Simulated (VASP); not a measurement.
## MgO (lda): relaxation of cell and atoms with LDA

Crystal: MgO (lda).

```
Mg O
1.0
     0.00000    2.10850    2.10850
     2.10850    0.00000    2.10850
     2.10850    2.10850    0.00000
Mg O
1 1
Direct
  0.00000 0.00000 0.00000
  0.50000 0.50000 0.50000
```

```json
{
  "Program": "VASP 6.6.1",
  "Task": "relaxation of cell and atoms",
  "Functional": "LDA",
  "Potentials or basis": "VASP PAW LDA potentials, release 64 (Mg, O)",
  "Cutoff": "600 eV",
  "k mesh": "10 × 10 × 10",
  "Occupations": "gaussian, width 0.02 eV",
  "Spin": "no spin polarisation",
  "Target pressure": "22.6 GPa",
  "Dipole correction": "no",
  "Further INCAR settings": "ALGO = Normal; EDIFF = 1e-07; IBRION = 2; EDIFFG = -0.002; NSW = 100; ISIF = 3"
}
```

```
Relaxed volume                                         : 8.03 Å³/atom
Relaxed cell                                           : a = 2.832 Å, b = 2.832 Å, c = 2.832 Å, α = 60.00°, β = 60.00°, γ = 60.00°
Space group after relaxing (to 0.05 Å)                 : Fm-3m (No. 225)
Energy change on relaxing (the enthalpy is what falls) : +42.3 meV/atom
Ionic steps                                            : 6
Pressure after relaxing                                : 22.6 GPa
Band gap on the k mesh                                 : 6.28 eV, direct
```

The path:
| step | energy change (eV) | largest force (eV/Å) | pressure (GPa) | volume (Å³) |
| --- | --- | --- | --- | --- |
| 1 | 0.0000 | 0.0000 | -8.48 | 18.75 |
| 2 | 0.5544 | 0.0000 | 63.70 | 14.23 |
| 3 | 0.0789 | 0.0000 | 21.92 | 16.10 |
| 4 | 0.0859 | 0.0000 | 22.76 | 16.05 |
| 5 | 0.0834 | 0.0000 | 22.47 | 16.07 |
| 6 | 0.0845 | 0.0000 | 22.60 | 16.06 |

Final structure:
```
CELL_PARAMETERS angstrom
0.00000 2.00251 2.00251
2.00251 0.00000 2.00251
2.00251 2.00251 0.00000
ATOMIC_POSITIONS crystal
Mg 0.00000 0.00000 0.00000
O 0.50000 0.50000 0.50000
```

Levels at points of the mesh, in eV from the valence-band top:
| k point | band 2 | band 3 | band 4 | band 5 | band 6 | band 7 |
| --- | --- | --- | --- | --- | --- | --- |
| (0.00, 0.00, 0.00) | 0.00 | 0.00 | 0.00 | 6.28 | 16.34 | 16.34 |
| (0.50, 0.00, 0.00) | -5.42 | -0.86 | -0.86 | 8.73 | 14.15 | 17.60 |
| (0.50, 0.50, 0.00) | -4.81 | -1.60 | -1.60 | 8.99 | 11.45 | 14.57 |

Run time: 15 s on 1 thread of Intel(R) Xeon(R) 6975P-C (Granite Rapids), with other jobs on the host, peak memory 0.14 GiB.

Caveat: the cell is relaxed towards a set pressure, so the enthalpy falls and the energy may rise. Zero-point motion and thermal expansion aren't in these numbers.
